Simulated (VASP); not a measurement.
B31N32 (a cell with a defect), 63 atoms in the cell. The cell holds a defect, 63 atoms: a = 7.212 Å, b = 7.212 Å, c = 7.212 Å, α = 90.00°, β = 90.00°, γ = 90.00°. 

* Program: VASP 6.6.1
* Task: single point
* Functional: PBEsol
* Potentials or basis: VASP PAW PBE potentials, release 64 (B, N)
* Cutoff: 520 eV
* k mesh: 1 × 1 × 1, shifted
* Occupations: fermi-dirac, width 0.05 eV
* Spin: no spin polarisation
* Dipole correction: no
* Charge: -3
* Further INCAR settings: LREAL = Auto; ALGO = Normal; EDIFF = 1e-06; NBANDS = 164; ISYM = -1; NELECT = 256.0

Potentials or basis: VASP PAW PBE potentials, release 64 (B, N).

Run with:

```console
$ cat potpaw_PBE.64/B/POTCAR potpaw_PBE.64/N/POTCAR > POTCAR
$ mpirun -np 1 vasp_std > vasp.out
```

Hardware: 1 thread of Intel(R) Xeon(R) Platinum 8259CL CPU @ 2.50GHz (Skylake/Cascade Lake), on a shared host.

**Question.** Estimate the wall time of this run.

**Answer.** Run time: 4.1 min on 1 thread of Intel(R) Xeon(R) Platinum 8259CL CPU @ 2.50GHz (Skylake/Cascade Lake) (shared host), peak memory 0.41 GiB. Counts: scf iterations 16, k points 1.
